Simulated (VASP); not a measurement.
# WSe2 in VASP: notebook, part 2 of 2

VASP 6.6.1. The steps go on from the part before.

**4. Single point, PBE+D3(BJ) (biaxial strain in the a-b plane: -3.0 %)**

INCAR

```
SYSTEM = WSe2
ALGO = Normal
EDIFF = 1E-6
ENCUT = 520
GGA = PE
ISIF = 2
ISMEAR = 0
IVDW = 12
LASPH = .True.
LCHARG = .True.
LELF = .True.
LREAL = .False.
LVHAR = .True.
LWAVE = .False.
NBANDS = 35
NELM = 60
PREC = Accurate
SIGMA = 0.02
```

KPOINTS

```
k-points
0
Gamma
  12 12 2
  0 0 0
```

POSCAR

```
WSe2
1.0
    3.1807985576      0.0000000000      0.0000000000
   -1.5903992788      2.7546523552      0.0000000000
    0.0000000000      0.0000000000     13.0185867038
W Se
2 4
Direct
    0.6666666667      0.3333333333      0.2499643631
    0.3333333333      0.6666666667      0.7500356369
    0.3333333333      0.6666666667      0.3823660790
    0.6666666667      0.3333333333      0.8824367580
    0.3333333333      0.6666666667      0.1175632420
    0.6666666667      0.3333333333      0.6176339210
```

Potentials or basis: VASP PAW PBE potentials, release 64 (W_sv, Se).

Started as:

```console
$ cat potpaw_PBE.64/W_sv/POTCAR potpaw_PBE.64/Se/POTCAR > POTCAR
$ mpirun -np 1 vasp_std > vasp.out
```

OUTCAR:

```text
SYSTEM = WSe2
   EDIFF = 1E-6
   ENCUT = 520
   GGA = PE
   ISIF = 2
   ISMEAR = 0
   IVDW = 12
   LASPH = .True.
   LREAL = .False.
   NELM = 60
   PREC = Accurate
 IVDW          = 12

 ion  position               nearest neighbor table
   1  0.667  0.333  0.250-   5 2.52   5 2.52   5 2.52   3 2.52   3 2.52   3 2.52
   2  0.333  0.667  0.750-   4 2.52   4 2.52   4 2.52   6 2.52   6 2.52   6 2.52
   3  0.333  0.667  0.382-   1 2.52   1 2.52   1 2.52
   4  0.667  0.333  0.882-   2 2.52   2 2.52   2 2.52
   5  0.333  0.667  0.118-   1 2.52   1 2.52   1 2.52
   6  0.667  0.333  0.618-   2 2.52   2 2.52   2 2.52

  LATTYP: Found a hexagonal cell.
 ALAT       =     3.1807985576
 C/A-ratio  =     4.0928673942

  Lattice vectors:

 A1 = (   3.1807985576,   0.0000000000,   0.0000000000)
 A2 = (  -1.5903992788,   2.7546523552,   0.0000000000)
 A3 = (   0.0000000000,   0.0000000000,  13.0185867038)

Analysis of symmetry for initial positions (statically):
=====================================================================
 Subroutine PRICEL returns:
[... 183 lines left out ...]
 cond. band min:       7.7117929707   @ k =   0.1667   0.1667   0.0000
 fundamental gap:      0.8939834960
 Fermi energy:         7.1168069186

 k-point     1 :       0.0000    0.0000    0.0000
  band No.  band energies     occupation
      1     -67.2212      2.00000
      2     -67.2211      2.00000
      3     -31.5449      2.00000
      4     -31.5448      2.00000
      5     -31.2970      2.00000
      6     -31.2970      2.00000
[... 901 lines left out ...]
     34      11.0991      0.00000
     35      12.6806      0.00000

 [... further k-points ...]

------------------------ aborting loop because EDIFF is reached ----------------------------------------

 Edisp (eV)   -2.97947

 E8    (eV) :    -1.3286

  FORCE on cell =-STRESS in cart. coord.  units (eV):
  Direction    XX          YY          ZZ          XY          YZ          ZX
  --------------------------------------------------------------------------------------
  -------------------------------------------------------------------------------------
  Total       5.75929     5.75929     0.03282    -0.00000    -0.00000     0.00000
  in kB      80.89326    80.89326     0.46099    -0.00000    -0.00000     0.00000
  external pressure =       54.08 kB  Pullay stress =        0.00 kB

 VOLUME and BASIS-vectors are now :
 -----------------------------------------------------------------------------
  energy-cutoff  :      520.00
  volume of cell :      114.07
      direct lattice vectors                 reciprocal lattice vectors
     3.180798558  0.000000000  0.000000000     0.314386460  0.181511108  0.000000000
    -1.590399279  2.754652355  0.000000000     0.000000000  0.363022215  0.000000000
     0.000000000  0.000000000 13.018586704     0.000000000  0.000000000  0.076813253

 POSITION                                       TOTAL-FORCE (eV/Angst)
 -----------------------------------------------------------------------------------
      1.59040      0.91822      3.25418        -0.000000     -0.000000      0.000353
     -0.00000      1.83643      9.76440         0.000000      0.000000     -0.000353
     -0.00000      1.83643      4.97787         0.000000     -0.000000      0.050654
      1.59040      0.91822     11.48808        -0.000000      0.000000      0.049951
     -0.00000      1.83643      1.53051         0.000000     -0.000000     -0.049951
      1.59040      0.91822      8.04072        -0.000000      0.000000     -0.050654
 -----------------------------------------------------------------------------------
    total drift:                                0.000000      0.000000      0.000000

  FREE ENERGIE OF THE ION-ELECTRON SYSTEM (eV)
  ---------------------------------------------------
  free  energy   TOTEN  =       -45.7560181760 eV

  energy  without entropy=      -45.7560181760  energy(sigma->0) =      -45.75601818
```

OSZICAR:

```text
N       E                     dE             d eps       ncg     rms          rms(c)
DAV:   1     0.505073268532E+03    0.50507E+03   -0.27869E+04  2892   0.146E+03
DAV:   2    -0.128349411757E+02   -0.51791E+03   -0.50043E+03  3053   0.398E+02
DAV:   3    -0.438435031917E+02   -0.31009E+02   -0.30383E+02  3295   0.911E+01
DAV:   4    -0.445071932479E+02   -0.66369E+00   -0.65998E+00  3160   0.134E+01
DAV:   5    -0.445151445228E+02   -0.79513E-02   -0.79422E-02  3186   0.163E+00    0.319E+01
DAV:   6    -0.431601628069E+02    0.13550E+01   -0.48536E+00  3038   0.147E+01    0.118E+01
DAV:   7    -0.429764966186E+02    0.18367E+00   -0.28672E+00  2835   0.781E+00    0.564E+00
DAV:   8    -0.427751611691E+02    0.20134E+00   -0.48148E-01  2882   0.458E+00    0.139E+00
DAV:   9    -0.427789715433E+02   -0.38104E-02   -0.66579E-02  3115   0.124E+00    0.107E+00
DAV:  10    -0.427765998397E+02    0.23717E-02   -0.15650E-02  2899   0.849E-01    0.137E-01
DAV:  11    -0.427765996712E+02    0.16847E-06   -0.17826E-03  2860   0.274E-01    0.196E-01
DAV:  12    -0.427765553564E+02    0.44315E-04   -0.67994E-05  3126   0.513E-02    0.123E-01
DAV:  13    -0.427765484911E+02    0.68653E-05   -0.90776E-05  2986   0.583E-02    0.884E-03
DAV:  14    -0.427765486412E+02   -0.15010E-06   -0.55248E-06  2973   0.128E-02
   1 F= -.45756018E+02 E0= -.45756018E+02  d E =-.675849-101
```

Run time: 54 s. Hardware: 1 thread of Intel Xeon 6975P-C (Granite Rapids), shared host; peak memory 0.3 GiB.

What came out:

- Free energy: -45.7560 eV
- Pressure: 5.4 GPa
- Largest force: 0.051 eV/Å
- Band gap on the k mesh: 0.89 eV, indirect (least direct gap 1.69 eV)
- Dispersion energy per atom: -0.497 eV

Forces on the atoms (eV/Å):
```
W    0.000  0.000  0.000
W    0.000  0.000  0.000
Se   0.000  0.000  0.051
Se   0.000  0.000  0.050
Se   0.000  0.000 -0.050
Se   0.000  0.000 -0.051
```

Stress tensor (GPa, compression positive):
```
8.09 0.00 0.00
0.00 8.09 0.00
0.00 0.00 0.05
```

Levels at points of the mesh, in eV from the valence-band top:
```csv
k point,band 23,band 24,band 25,band 26,band 27,band 28,band 29,band 30
"(0.00, 0.00, 0.00)",-1.01,-0.95,-0.95,-0.11,3.11,3.11,3.12,3.12
"(0.50, 0.00, 0.00)",-1.36,-1.27,-0.88,-0.58,2.46,2.79,2.83,3.09
"(0.00, 0.00, 0.50)",-0.98,-0.98,-0.37,-0.37,3.11,3.11,3.11,3.11
"(0.50, 0.00, 0.50)",-1.30,-1.30,-0.73,-0.73,2.79,2.79,2.81,2.81
```

Caveat: the cell differs from its parent crystal (biaxial strain in the a-b plane: -3.0 %); spin-orbit coupling is left out, which moves the levels of the heavy elements. A k mesh can miss the band edges.

**5. Relaxation of shape and atoms at fixed volume, PBE+D3(BJ) (volume scaled by 0.97)**

INCAR

```
SYSTEM = WSe2
PREC = Accurate ; ENCUT = 600
EDIFF = 1E-6 ; ISMEAR = 0
SIGMA = 0.02 ; LREAL = .FALSE.
LASPH = .TRUE. ; NELM = 60
ALGO = Normal ; ISIF = 4
LWAVE = .FALSE. ; LCHARG = .FALSE.
GGA = PE ; IVDW = 12
IBRION = 2 ; NSW = 50
EDIFFG = -0.01
```

KPOINTS

```
Automatic mesh
0
G
  9 9 2
  0 0 0
```

POSCAR

```
WSe2
1.0
    3.2457698450      0.0000000000      0.0000000000
   -1.6228849225      2.8109191406      0.0000000000
    0.0000000000      0.0000000000     12.6682706918
W Se
2 4
Direct
    0.6666666667      0.3333333333      0.2500165997
    0.3333333333      0.6666666667      0.7499834003
    0.3333333333      0.6666666667      0.3816306155
    0.6666666667      0.3333333333      0.8815963396
    0.3333333333      0.6666666667      0.1184036604
    0.6666666667      0.3333333333      0.6183693845
```

Started as:

```console
$ cat potpaw_PBE.64/W_sv/POTCAR potpaw_PBE.64/Se/POTCAR > POTCAR
$ mpirun -np 1 vasp_std > vasp.out
```

It took 5.3 min on 1 thread of Intel Xeon 6975P-C (Granite Rapids), shared host; peak memory 0.33 GiB.

The run converged. Its results:

| Quantity | Value |
| --- | --- |
| Free energy | -45.9112 eV |
| Energy gained by relaxing | 6.5 meV/atom |
| Ionic steps | 5 |
| Pressure after relaxing | 1.9 GPa |
| Largest force after relaxing | 0.009 eV/Å |
| Band gap on the k mesh | 0.90 eV, indirect (least direct gap 1.61 eV) |
| Dispersion energy per atom | -0.491 eV |

Forces on the atoms (eV/Å):
```
W    0.000  0.000  0.000
W    0.000  0.000  0.000
Se   0.000  0.000  0.007
Se   0.000  0.000  0.009
Se   0.000  0.000 -0.009
Se   0.000  0.000 -0.007
```

The path:
| step | energy change (eV) | largest force (eV/Å) | pressure (GPa) | volume (Å³) |
| --- | --- | --- | --- | --- |
| 1 | 0.0000 | 0.5717 | 5.06 | 115.58 |
| 2 | -0.0274 | 0.0268 | 2.35 | 115.58 |
| 3 | -0.0281 | 0.0512 | 2.70 | 115.58 |
| 4 | -0.0370 | 0.0272 | 2.23 | 115.58 |
| 5 | -0.0392 | 0.0085 | 1.89 | 115.58 |

Final structure:
```cif
data_structure
_symmetry_space_group_name_H-M 'P 1'
_symmetry_Int_Tables_number 1
_cell_length_a 3.2608
_cell_length_b 3.2608
_cell_length_c 12.5516
_cell_angle_alpha 90.000
_cell_angle_beta 90.000
_cell_angle_gamma 120.000
_cell_volume 115.58
loop_
_atom_site_label
_atom_site_type_symbol
_atom_site_fract_x
_atom_site_fract_y
_atom_site_fract_z
_atom_site_occupancy
W1 W 0.66667 0.33333 0.25001 1
W2 W 0.33333 0.66667 0.74999 1
Se1 Se 0.33333 0.66667 0.38455 1
Se2 Se 0.66667 0.33333 0.88452 1
Se3 Se 0.33333 0.66667 0.11548 1
Se4 Se 0.66667 0.33333 0.61545 1
```

Levels at points of the mesh, in eV from the valence-band top:
| k point | band 24 | band 25 | band 26 | band 27 | band 28 | band 29 |
| --- | --- | --- | --- | --- | --- | --- |
| (0.00, 0.00, 0.00) | -1.33 | -0.83 | 0.00 | 2.61 | 2.61 | 2.62 |
| (0.00, 0.00, 0.50) | -1.51 | -0.19 | -0.19 | 2.60 | 2.60 | 2.60 |

Caveat: the cell differs from its parent crystal (volume scaled by 0.97); spin-orbit coupling is left out, which moves the levels of the heavy elements. A k mesh can miss the band edges.

**6. Relaxation of shape and atoms at fixed volume, PBE+D3(BJ) (volume scaled by 1.03)**

INCAR

```
PREC = Accurate ; ENCUT = 600
EDIFF = 1E-6 ; ISMEAR = 0
SIGMA = 0.02 ; LREAL = False
LASPH = True ; NELM = 60
ALGO = Normal ; ISIF = 4
LWAVE = False ; LCHARG = False
GGA = PE ; IVDW = 12
IBRION = 2 ; NSW = 50
EDIFFG = -0.01
```

KPOINTS

```
regular mesh
0
Gamma
  9 9 2
```

Edit POSCAR of step 5 so:

```diff
@@ -2,5 +2,5 @@
 1.0
-    3.2457698450      0.0000000000      0.0000000000
-   -1.6228849225      2.8109191406      0.0000000000
-    0.0000000000      0.0000000000     12.6682706918
+    3.3113586241      0.0000000000      0.0000000000
+   -1.6556793121      2.8677206895      0.0000000000
+    0.0000000000      0.0000000000     12.9242643229
 W Se
```

Potentials or basis: VASP PAW PBE potentials, release 64 (W_sv, Se).

Started as:

```console
$ cat potpaw_PBE.64/W_sv/POTCAR potpaw_PBE.64/Se/POTCAR > POTCAR
$ mpirun -np 1 vasp_std > vasp.out
```

Wall time 4.4 min (1 thread of Intel Xeon 6975P-C (Granite Rapids), shared host); peak memory 0.35 GiB.

It converged, with:

| Quantity | Value |
| --- | --- |
| Free energy | -45.9183 eV |
| Energy gained by relaxing | 4.2 meV/atom |
| Ionic steps | 5 |
| Pressure after relaxing | -1.2 GPa |
| Largest force after relaxing | 0.004 eV/Å |
| Band gap on the k mesh | 1.08 eV, indirect (least direct gap 1.53 eV) |
| Dispersion energy per atom | -0.461 eV |

Forces on the atoms (eV/Å):
```
W    0.000  0.000  0.000
W    0.000  0.000  0.000
Se   0.000  0.000  0.003
Se   0.000  0.000  0.004
Se   0.000  0.000 -0.004
Se   0.000  0.000 -0.003
```

Stress tensor (GPa, compression positive):
```
-1.23  0.00  0.00
 0.00 -1.23  0.00
 0.00  0.00 -1.13
```

The path:
```csv
step,energy change (eV),largest force (eV/Å),pressure (GPa),volume (Å³)
1,0.0000,0.4134,-3.67,122.73
2,-0.0165,0.0242,-1.98,122.73
3,-0.0166,0.0411,-2.05,122.73
4,-0.0228,0.0192,-1.64,122.73
5,-0.0253,0.0036,-1.19,122.73
```

Final structure:
```
W Se
1.0
     3.29602    0.00000    0.00000
    -1.64801    2.85444    0.00000
     0.00000    0.00000   13.04484
W Se
2 4
Direct
  0.66667 0.33333 0.25001
  0.33333 0.66667 0.74999
  0.33333 0.66667 0.37909
  0.66667 0.33333 0.87906
  0.33333 0.66667 0.12094
  0.66667 0.33333 0.62091
```

Levels at points of the mesh, in eV from the valence-band top:
| k point | band 24 | band 25 | band 26 | band 27 | band 28 | band 29 |
| --- | --- | --- | --- | --- | --- | --- |
| (0.00, 0.00, 0.00) | -1.08 | -1.07 | 0.00 | 2.65 | 2.65 | 2.70 |
| (0.00, 0.00, 0.50) | -1.46 | -0.22 | -0.21 | 2.65 | 2.65 | 2.65 |

Caveat: the cell differs from its parent crystal (volume scaled by 1.03); spin-orbit coupling is left out, which moves the levels of the heavy elements.

**7. Overview**

| task | cell | k mesh | cutoff (eV) | gap on the mesh (eV) | pressure (GPa) | largest force (eV/Å) |
| --- | --- | --- | --- | --- | --- | --- |
| single point | a = 3.181, b = 3.181, c = 12.941 Å, angles 90.0, 90.0, 120.0°, 6 atoms | 12 × 12 × 2 | 520 | 0.88 | 5.7 | 0.05 |
| single point | a = 3.181, b = 3.181, c = 13.019 Å, angles 90.0, 90.0, 120.0°, 6 atoms | 12 × 12 × 2 | 520 | 0.89 | 5.4 | 0.05 |
| relaxation of shape and atoms at fixed volume | relaxed from a = 3.246, b = 3.246, c = 12.668 Å, angles 90.0, 90.0, 120.0°, 6 atoms | 9 × 9 × 2 | 600 | 0.90 | 1.9 | 0.01 |
| relaxation of shape and atoms at fixed volume | relaxed from a = 3.311, b = 3.311, c = 12.924 Å, angles 90.0, 90.0, 120.0°, 6 atoms | 9 × 9 × 2 | 600 | 1.08 | -1.2 | - |

Alike in all rows: level PBE+D3(BJ); potentials or basis VASP PAW PBE potentials, release 64 (W_sv, Se); no spin polarisation; smearing gaussian 0.02 eV.

Caveats: spin-orbit coupling is left out, which moves the levels of the heavy elements.

Total energies depend on the potentials used, so only differences within one code and one set of settings carry meaning.
